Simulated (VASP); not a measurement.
# Ba in VASP: notebook

Runs on Ba. Level: PBE. Tasks: single point.

Program: VASP 6.6.1. These are calculated values, not measurements. Logs are shortened: lines on timing, memory, paths and dates and some standing lists are left out, and cuts for length are marked.

### Step 1. The cell of the first run

It takes space group Fm-3m (No. 225, cubic). The conventional cell has a = 6.142 Å, b = 6.142 Å, c = 6.142 Å, α = 90.00°, β = 90.00°, γ = 90.00°. Ba (site symmetry m-3m) has 12 Ba at 4.34 Å within 5.7 Å.

This isn't the form of Ba at room conditions, which is bcc.

### Step 2. Single point, PBE (strain -0.050 along x and y, -0.050 along z)

INCAR reads:

```
PREC = Accurate ; ENCUT = 520
EDIFF = 1E-6 ; ISMEAR = 0
SIGMA = 0.15 ; LREAL = False
LASPH = True ; NELM = 80
ALGO = Fast ; ISIF = 2
LWAVE = False ; LCHARG = True
GGA = PE ; LELF = True
LVHAR = True ; NBANDS = 11
```

KPOINTS reads:

```
regular mesh
0
Gamma
  14 14 14
```

POSCAR reads:

```
Ba
1.0
    0.0000000000      3.0710317527      3.0710317527
    3.0710317527      0.0000000000      3.0710317527
    3.0710317527      3.0710317527      0.0000000000
Ba
1
Direct
    0.0000000000      0.0000000000      0.0000000000
```

Potentials or basis: VASP PAW PBE potentials, release 64 (Ba_sv).

Command:

```bash
$ cat potpaw_PBE.64/Ba_sv/POTCAR > POTCAR
$ mpirun -np 1 vasp_std > vasp.out
```

OUTCAR:

```text
PREC = Accurate
   ENCUT = 520
   EDIFF = 1E-6
   ISMEAR = 0
   LREAL = False
   LASPH = True
   NELM = 80
   ISIF = 2
   GGA = PE

 ion  position               nearest neighbor table
   1  0.000  0.000  0.000-

  LATTYP: Found a face centered cubic cell.
 ALAT       =     6.1420635054

  Lattice vectors:

 A1 = (   0.0000000000,   3.0710317527,   3.0710317527)
 A2 = (   3.0710317527,   0.0000000000,   3.0710317527)
 A3 = (   3.0710317527,   3.0710317527,   0.0000000000)

Analysis of symmetry for initial positions (statically):
=====================================================================
 Subroutine PRICEL returns:
 Original cell was already a primitive cell.

 Routine SETGRP: Setting up the symmetry group for a
 face centered cubic supercell.

 Subroutine GETGRP returns: Found 48 space group operations
 (whereof 48 operations were pure point group operations)
 out of a pool of 48 trial point group operations.

The static configuration has the point symmetry O_h .

Analysis of symmetry for dynamics (positions and initial velocities):
=====================================================================
 Subroutine PRICEL returns:
 Original cell was already a primitive cell.

 Routine SETGRP: Setting up the symmetry group for a
 face centered cubic supercell.

 Subroutine GETGRP returns: Found 48 space group operations
 (whereof 48 operations were pure point group operations)
 out of a pool of 48 trial point group operations.

The dynamic configuration has the point symmetry O_h .

 Subroutine INISYM returns: Found 48 space group operations
 (whereof 48 operations are pure point group operations),
 and found     1 'primitive' translations

----------------------------------------------------------------------------------------

                                     Primitive cell

  volume of cell :      57.9273

  direct lattice vectors                    reciprocal lattice vectors
     0.000000000  3.071031753  3.071031753    -0.162811732  0.162811732  0.162811732
     3.071031753  0.000000000  3.071031753     0.162811732 -0.162811732  0.162811732
     3.071031753  3.071031753  0.000000000     0.162811732  0.162811732 -0.162811732

  length of vectors
     4.343094755  4.343094755  4.343094755     0.281998193  0.281998193  0.281998193

  position of ions in fractional coordinates (direct lattice)
     0.000000000  0.000000000  0.000000000

  ion indices of the primitive-cell ions
   primitive index   ion index
                 1           1

----------------------------------------------------------------------------------------

 KPOINTS: regular mesh

Automatic generation of k-mesh.
 Grid dimensions read from file:
 generate k-points for:   14   14   14

 Generating k-lattice:

  Cartesian coordinates                     Fractional coordinates (reciprocal lattice)
    -0.011629409  0.011629409  0.011629409     0.071428571  0.000000000  0.000000000
     0.011629409 -0.011629409  0.011629409     0.000000000  0.071428571  0.000000000
     0.011629409  0.011629409 -0.011629409     0.000000000  0.000000000  0.071428571

  Length of vectors
     0.020142728  0.020142728  0.020142728

  Shift w.r.t. Gamma in fractional coordinates (k-lattice)
     0.000000000  0.000000000  0.000000000

 Subroutine IBZKPT returns following result:
 ===========================================

 Found    104 irreducible k-points:

 Following reciprocal coordinates:
            Coordinates               Weight
  0.000000  0.000000  0.000000      1.000000
  0.071429  0.000000  0.000000      8.000000
  0.142857  0.000000  0.000000      8.000000
  0.214286  0.000000  0.000000      8.000000
  0.285714  0.000000  0.000000      8.000000
  0.357143  0.000000  0.000000      8.000000
[... 16 lines left out ...]
  0.214286  0.142857  0.000000     24.000000
  0.285714  0.142857  0.000000     24.000000
 [... further k-points ...]
   k-points           NKPTS =    104   k-points in BZ     NKDIM =    104   number of bands    NBANDS=     11
   number of dos      NEDOS =    301   number of ions     NIONS =      1
   total plane-waves  NPLWV =  32768
   dimension x,y,z NGX =    32 NGY =   32 NGZ =   32
   dimension x,y,z NGXF=    64 NGYF=   64 NGZF=   64
   ions per type =               1
   NGX,Y,Z   is equivalent  to a cutoff of  12.25, 12.25, 12.25 a.u.
   NGXF,Y,Z  is equivalent  to a cutoff of  24.50, 24.50, 24.50 a.u.
 SYSTEM =  unknown system
   PREC   = accura    normal or accurate (medium, high low for compatibility)
   ISTART =      0    job   : 0-new  1-cont  2-samecut
   ICHARG =      2    charge: 1-file 2-atom 10-const
   ISPIN  =      1    spin polarized calculation?
   LNONCOLLINEAR =      F non collinear calculations
   LSORBIT =      F    spin-orbit coupling
   LASPH  =      T    aspherical Exc in radial PAW
   ENCUT  =  520.0 eV  38.22 Ry    6.18 a.u.   8.08  8.08  8.08*2*pi/ulx,y,z
   NELM   =     80;   NELMIN=  2; NELMDL= -5     # of ELM steps
   EDIFF  = 0.1E-05   stopping-criterion for ELM
   LREAL  =      F    real-space projection
   EDIFFG = 0.1E-04   stopping-criterion for IOM
   NSW    =      0    number of steps for IOM
   IBRION =     -1    ionic relax: 0-MD 1-quasi-New 2-CG
   NFREE  =      0    steps in history (QN), initial steepest desc. (CG)
   ISIF   =      2    stress and relaxation
   ISYM   =      2    0-nonsym 1-usesym 2-fastsym
   POTIM  = 0.5000    time-step for ionic-motion
   TEBEG  =    0.0;   TEEND  =   0.0 temperature during run
   PSTRESS=    0.0 pullay stress
   NELECT =      10.0000    total number of electrons
   NUPDOWN=      -1.0000    fix difference up-down
   EMIN   =  10.00;   EMAX   =-10.00  energy-range for DOS
   EFERMI =   0.00;   METHOD = LEGACY
   ISMEAR =     0;   SIGMA  =   0.15  broadening in eV -4-tet -1-fermi 0-gaus
   EFERMI_NEDOS =   21; number of points for ismear=-14 and -15
   IALGO  =     68    algorithm
   IMIX   =      4    mixing-type and parameters
     AMIX     =   0.40;   BMIX     =  1.00
     AMIX_MAG =   1.60;   BMIX_MAG =  1.00
  volume/ion in A,a.u.               =      57.93       390.91
  Fermi-wavevector in a.u.,A,eV,Ry     =   0.911550  1.722580 11.305401  0.830924
  Thomas-Fermi vector in A             =   2.035842
   LORBIT       =      0    0 simple, 1 ext, 2 COOP (PROOUT), +10 PAW based schemes
   GGA     = PE    functional components
   LHFCALC =     F    Hartree Fock is set to
   AEXX    =    0.0000 exact exchange contribution
   IVDW    =     0    specifies the selected vdW correction
   LEPSILON=     F    determine dielectric tensor
   LRPA    =     F    only Hartree local field effects (RPA)
 non-spin polarized calculation
 RMM-DIIS sequential band-by-band and
 Gauss-broadening in eV      SIGMA  =   0.15
  energy-cutoff  :      520.00
  volume of cell :       57.93
 maximum number of plane-waves:      1588
   NGX = 17   NGY = 17   NGZ = 17

 number of electron      10.0000000 magnetization

 Free energy of the ion-electron system (eV)
  ---------------------------------------------------
  ext. energy  EPLUGINS =         0.00000000
  ---------------------------------------------------
  free energy    TOTEN  =        -1.88081420 eV

  energy without entropy =       -1.86253092  energy(sigma->0) =       -1.87167256

 E-fermi :   1.9693     XC(G=0):  -7.6801

 val. band max:        1.9522968504   @ k =  -0.4286   0.4286   0.0714
 cond. band min:       1.9778162210   @ k =  -0.3571   0.2857   0.0000
 fundamental gap:      0.0255193706
 Fermi energy:         1.9693073281

 k-point     1 :       0.0000    0.0000    0.0000
  band No.  band energies     occupation
      1     -26.7893      2.00000
      2     -11.6895      2.00000
      3     -11.6895      2.00000
      4     -11.6895      2.00000
      5      -0.8512      2.00000
      6       3.8284      0.00000
      7       3.8284      0.00000
      8       3.8284      0.00000
      9       5.5537      0.00000
     10       5.5537      0.00000
     11       8.1629      0.00000

 k-point     2 :       0.0714    0.0000    0.0000
  band No.  band energies     occupation
      1     -26.7864      2.00000
      2     -11.7220      2.00000
      3     -11.6935      2.00000
      4     -11.6935      2.00000
      5      -0.7504      2.00000
      6       3.7033      0.00000
      7       3.8774      0.00000
      8       3.8774      0.00000
      9       5.4817      0.00000
     10       5.4817      0.00000
     11       8.4098      0.00000

 k-point     3 :       0.1429    0.0000    0.0000
  band No.  band energies     occupation
      1     -26.7784      2.00000
      2     -11.8113      2.00000
      3     -11.7045      2.00000
      4     -11.7045      2.00000
      5      -0.4652      2.00000
      6       3.4171      0.00000
      7       3.9890      0.00000
      8       3.9890      0.00000
      9       5.3502      0.00000
     10       5.3502      0.00000
     11       8.8919      0.00000

 k-point     4 :       0.2143    0.0000    0.0000
  band No.  band energies     occupation
      1     -26.7668      2.00000
      2     -11.9363      2.00000
      3     -11.7203      2.00000
      4     -11.7203      2.00000
      5      -0.0487      2.00000
      6       3.1263      0.00000
      7       4.0457      0.00000
      8       4.0457      0.00000
      9       5.3644      0.00000
     10       5.3644      0.00000
     11       8.6019      0.00000
[... 239 lines left out ...]
 k-point    22 :       0.1429    0.1429    0.0000
  band No.  band energies     occupation
      1     -26.7748      2.00000
      2     -11.8082      2.00000
      3     -11.7309      2.00000
      4     -11.7309      2.00000
      5      -0.3367      2.00000
      6       3.2100      0.00000
      7       4.1490      0.00000
      8       4.1490      0.00000
      9       4.6945      0.00000
     10       5.7562      0.00000
     11       9.3591      0.00000

 k-point    23 :       0.2143    0.1429    0.0000
  band No.  band energies     occupation
      1     -26.7661      2.00000
      2     -11.8892      2.00000
      3     -11.7512      2.00000
      4     -11.7464      2.00000
      5      -0.0221      2.00000
      6       2.9636      0.00000
      7       4.1178      0.00000
      8       4.3001      0.00000
      9       4.6026      0.00000
     10       5.8526      0.00000
     11       9.7644      0.00000

 k-point    24 :       0.2857    0.1429    0.0000
  band No.  band energies     occupation
      1     -26.7548      2.00000
      2     -11.9988      2.00000
      3     -11.7709      2.00000
      4     -11.7651      2.00000
      5       0.3976      2.00000
      6       2.7611      0.00000
      7       3.7762      0.00000
      8       4.3498      0.00000
      9       4.9948      0.00000
     10       6.0639      0.00000
     11       9.3110      0.00000

 [... further k-points ...]

------------------------ aborting loop because EDIFF is reached ----------------------------------------

  FORCE on cell =-STRESS in cart. coord.  units (eV):
  Direction    XX          YY          ZZ          XY          YZ          ZX
  --------------------------------------------------------------------------------------
  -------------------------------------------------------------------------------------
  Total        0.3647745      0.3647745      0.3647745     -0.0000000     -0.0000000     -0.0000000
  in kB       10.0890938     10.0890938     10.0890938     -0.0000000     -0.0000000     -0.0000000
  external PRESSURE =      10.0890938 kB  Pullay stress =       0.0000000 kB

 VOLUME and BASIS-vectors are now :
 -----------------------------------------------------------------------------
  energy-cutoff  :      520.00
  volume of cell :       57.93
      direct lattice vectors                 reciprocal lattice vectors
     0.000000000  3.071031753  3.071031753    -0.162811732  0.162811732  0.162811732
     3.071031753  0.000000000  3.071031753     0.162811732 -0.162811732  0.162811732
     3.071031753  3.071031753  0.000000000     0.162811732  0.162811732 -0.162811732

 POSITION                                       TOTAL-FORCE (eV/Angst)
 -----------------------------------------------------------------------------------
      0.00000      0.00000      0.00000         0.000000      0.000000      0.000000
 -----------------------------------------------------------------------------------
    total drift:                                0.000000      0.000000     -0.000000

  FREE ENERGIE OF THE ION-ELECTRON SYSTEM (eV)
  ---------------------------------------------------
  free  energy   TOTEN  =        -1.8808142018 eV

  energy  without entropy=       -1.8625309159  energy(sigma->0) =       -1.87167256
```

Wall time 24 s (1 thread of Intel Xeon 6975P-C (Granite Rapids), shared host); peak memory 0.21 GiB.

Results:

```yaml
Free_energy: -1.8808 eV
Pressure: 1.0 GPa
Band_gap_on_the_k_mesh: zero (bands 5 and 6 overlap by 0.40 eV)
```

Levels at points of the mesh, in eV from the Fermi level:
```csv
k point,band 1,band 2,band 3,band 4,band 5,band 6,band 7,band 8,band 9,band 10
"(0.00, 0.00, 0.00)",-28.76,-13.66,-13.66,-13.66,-2.82,1.86,1.86,1.86,3.58,3.58
"(0.50, 0.00, 0.00)",-28.70,-14.26,-13.74,-13.74,-0.99,1.32,1.69,1.69,4.91,4.91
"(0.50, 0.50, 0.00)",-28.68,-14.22,-13.87,-13.87,-0.92,-0.26,2.42,4.94,5.32,5.32
```

Caveat: the cell differs from its parent crystal (strain -0.050 along x and y, -0.050 along z); spin-orbit coupling is left out, which moves the levels of the heavy elements.

### Step 3. Single point, PBE (strain -0.050 along x and y, +0.000 along z)

INCAR reads:

```
SYSTEM = Ba
  ALGO = Fast
  EDIFF = 1E-6
  ENCUT = 520
  GGA = PE
  ISIF = 2
  ISMEAR = 0
  LASPH = .True.
  LCHARG = .True.
  LELF = .True.
  LREAL = .False.
  LVHAR = .True.
  LWAVE = .False.
  NBANDS = 11
  NELM = 100
  PREC = Accurate
  SIGMA = 0.15
```

KPOINTS reads:

```
k-points
0
Gamma
  14 14 14
  0 0 0
```

POSCAR reads:

```
Ba
1.0
    0.0000000000      3.0710317527      3.2326650028
    3.0710317527      0.0000000000      3.2326650028
    3.0710317527      3.0710317527      0.0000000000
Ba
1
Direct
    0.0000000000      0.0000000000      0.0000000000
```

Potentials or basis: VASP PAW PBE potentials, release 64 (Ba_sv).

Command:

```bash
$ cat potpaw_PBE.64/Ba_sv/POTCAR > POTCAR
$ mpirun -np 1 vasp_std > vasp.out
```

Wall time 59 s (1 thread of Intel Xeon 6975P-C (Granite Rapids), shared host); peak memory 0.31 GiB.

The run converged. Its results:

* Free energy: -1.8940 eV
* Pressure: 0.5 GPa
* Band gap on the k mesh: zero (bands 5 and 6 overlap by 0.40 eV)

Stress tensor (GPa, compression positive):
```
0.56 0.00 0.00
0.00 0.56 0.00
0.00 0.00 0.37
```

Levels at points of the mesh, in eV from the Fermi level:
| k point | band 1 | band 2 | band 3 | band 4 | band 5 | band 6 | band 7 | band 8 | band 9 | band 10 |
| --- | --- | --- | --- | --- | --- | --- | --- | --- | --- | --- |
| (0.00, 0.00, 0.00) | -28.85 | -13.79 | -13.78 | -13.78 | -2.81 | 1.61 | 1.91 | 1.91 | 3.15 | 3.67 |
| (0.50, 0.00, 0.00) | -28.80 | -14.30 | -13.87 | -13.83 | -0.98 | 1.15 | 1.48 | 1.83 | 4.56 | 4.76 |
| (0.50, 0.50, 0.00) | -28.80 | -14.26 | -13.94 | -13.94 | -0.89 | -0.14 | 1.91 | 4.73 | 5.04 | 5.04 |
| (0.50, 0.00, 0.50) | -28.79 | -14.27 | -14.01 | -13.96 | -0.85 | -0.23 | 2.34 | 4.62 | 4.83 | 5.26 |

Caveat: the cell differs from its parent crystal (strain -0.050 along x and y, +0.000 along z); spin-orbit coupling is left out, which moves the levels of the heavy elements.

### Step 4. Single point, PBE (strain +0.000 along x and y, +0.050 along z)

INCAR reads:

```
SYSTEM = Ba
  PREC = Accurate
  ENCUT = 520
  EDIFF = 1E-6
  ISMEAR = 0
  SIGMA = 0.15
  LREAL = .False.
  LASPH = .True.
  NELM = 100
  ALGO = Fast
  ISIF = 2
  LWAVE = .False.
  LCHARG = .False.
  GGA = PE
  NBANDS = 11
```

KPOINTS reads:

```
regular mesh
0
Gamma
  14 14 14
  0 0 0
```

POSCAR reads:

```
Ba
1.0
    0.0000000000      3.2326650028      3.3942982529
    3.2326650028      0.0000000000      3.3942982529
    3.2326650028      3.2326650028      0.0000000000
Ba
1
Direct
    0.0000000000      0.0000000000      0.0000000000
```

Command:

```bash
$ cat potpaw_PBE.64/Ba_sv/POTCAR > POTCAR
$ mpirun -np 1 vasp_std > vasp.out
```

It took 70 s on 1 thread of Intel Xeon 6975P-C (Granite Rapids), shared host; peak memory 0.34 GiB.

It converged, with:

- Free energy: -1.8844 eV
- Pressure: -0.7 GPa
- Band gap on the k mesh: zero (bands 5 and 6 overlap by 0.19 eV)

Stress tensor (GPa, compression positive):
```
-0.64  0.00  0.00
 0.00 -0.64  0.00
 0.00  0.00 -0.80
```

Levels at points of the mesh, in eV from the Fermi level:
| k point | band 3 | band 4 | band 5 | band 6 | band 7 | band 8 |
| --- | --- | --- | --- | --- | --- | --- |
| (0.00, 0.00, 0.00) | -14.14 | -14.14 | -2.74 | 1.47 | 1.72 | 1.72 |
| (0.50, 0.00, 0.00) | -14.20 | -14.17 | -0.93 | 0.74 | 1.36 | 1.65 |
| (0.50, 0.50, 0.00) | -14.24 | -14.24 | -0.76 | -0.04 | 1.39 | 4.05 |
| (0.50, 0.00, 0.50) | -14.28 | -14.25 | -0.70 | -0.12 | 1.76 | 3.97 |

Caveat: the cell differs from its parent crystal (strain +0.000 along x and y, +0.050 along z); spin-orbit coupling is left out, which moves the levels of the heavy elements.

### Step 5. The runs side by side

```csv
cell,gap on the mesh (eV),pressure (GPa)
"a = 4.343 Å, angles 60.0°, 1 atom",none,1.0
"a = 4.459, b = 4.459, c = 4.343 Å, angles 60.9, 60.9, 58.3°, 1 atom",none,0.5
"a = 4.687, b = 4.687, c = 4.572 Å, angles 60.8, 60.8, 58.4°, 1 atom",none,-0.7
```

Alike in all rows: task single point; level PBE; potentials or basis VASP PAW PBE potentials, release 64 (Ba_sv); no spin polarisation; k mesh 14 × 14 × 14; cutoff (eV) 520; smearing gaussian 0.15 eV.

Caveats: spin-orbit coupling is left out, which moves the levels of the heavy elements.

Absolute energies hang on the potentials; compare differences alone.

The gap in the log of VASP goes by the Fermi energy; the results here count the filled bands.